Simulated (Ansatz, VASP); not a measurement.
# InAs in VASP and in Ansatz

```xyz
2
Lattice="0.0000 3.0180 3.0180 3.0180 0.0000 3.0180 3.0180 3.0180 0.0000" Properties=species:S:1:pos:R:3 pbc="T T T"
In    0.0000    0.0000    0.0000
As    4.5270    4.5270    4.5270
```

Alike in both runs: task single point; functional PBEsol; k mesh 8 × 8 × 8; occupations gaussian, width 0.05 eV; no spin polarisation.

|  | VASP | Ansatz |
| --- | --- | --- |
| version | VASP 6.6.1 | Ansatz 0.2.0 |
| potentials or method | VASP PAW PBE potentials, release 64 (In_d, As), cutoff 520 eV | all-electron LAPW, scalar-relativistic |

Ansatz gave:

* gap on the k mesh at the Fermi level (eV): none
* pressure (GPa): 1.5

Question: Estimate VASP's values.

Answer: gap on the k mesh at the Fermi level (eV): none; pressure (GPa): 1.6.

VASP's potentials were made for PBE, not for PBEsol. A gap of «none» marks a metal or a gap that the smearing closes. Ansatz ran all-electron here, and VASP with PAW potentials.
